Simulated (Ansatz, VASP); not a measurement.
**BiTe in VASP and in Ansatz**

```
Bi Te
1.0
     0.00000    3.47322    2.70911
     3.47322    0.00000    2.70911
     3.47322    3.47322    0.00000
Bi Te
1 1
Direct
  0.00000 0.00000 0.00000
  0.50000 0.50000 0.50000
```

Alike in both runs: task single point; functional PBEsol; k mesh 18 × 18 × 18; occupations gaussian, width 0.15 eV; no spin polarisation.

```csv
,VASP,Ansatz
version,VASP 6.6.1,Ansatz 0.2.0
potentials or method,"VASP PAW PBE potentials, release 64 (Bi_d, Te), cutoff 520 eV","scalar-relativistic, plane waves, PAW"
valence electrons in the cell,21,31
```

|  | VASP | Ansatz | Ansatz less VASP |
| --- | --- | --- | --- |
| gap on the k mesh at the Fermi level (eV) | none | none | - |
| pressure (GPa) | 8.7 | 8.7 | +0.04 |
| traceless stress, the component that is largest in VASP (GPa) | 26.52 | 26.57 | +0.057 |

VASP's potentials were made for PBE, not for PBEsol. A gap of «none» marks a metal or a gap that the smearing closes. The functional is the same, so the differences come from potentials, cutoffs and numerics. VASP's potentials hold 21 valence electrons a cell and Ansatz's 31, so a difference there can come from the potentials and not from the codes.

Neither program's run includes spin-orbit coupling.
